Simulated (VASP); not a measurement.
A run of VASP 6.6.1 is set up as follows.

INCAR

```
SYSTEM = AlRu
  PREC = Accurate
  ENCUT = 520
  EDIFF = 1E-6
  ISMEAR = 0
  SIGMA = 0.27211386245988
  LREAL = .False.
  LASPH = .True.
  NELM = 80
  ALGO = Fast
  ISIF = 2
  LWAVE = .False.
  LCHARG = .False.
  GGA = B5
  ALDAX = 1.0
  AGGAX = 1.0
  AGGAC = 1.0
  ALDAC = 0.0
  NBANDS = 16
```

File KPOINTS:

```
regular mesh
0
Gamma
  6 6 6
  0 0 0
```

Contents of POSCAR:

```
AlRu
1.0
    2.9824954400      0.0000000000      0.0000000000
    0.0000000000      2.9824954400      0.0000000000
    0.0000000000      0.0000000000      2.9824954400
Al Ru
1 1
Direct
    0.0000000000      0.0000000000      0.0000000000
    0.5000000000      0.5670579399      0.5000000000
```

Potentials or basis: VASP PAW PBE potentials, release 64 (Al, Ru_pv).

Command:

```sh
$ cat potpaw_PBE.64/Al/POTCAR potpaw_PBE.64/Ru_pv/POTCAR > POTCAR
$ mpirun -np 1 vasp_std > vasp.out
```

Task: Estimate the largest force.

Result: 1.458 eV/Å.

Task: Estimate the pressure.

Result: 14.9 GPa.

Forces in eV/Å, atoms in the order of the input:
```
Al   0.000  1.458  0.000
Ru   0.000 -1.458  0.000
```

Caveat: the PAW data sets were made with another functional, which shifts forces and pressure a little.
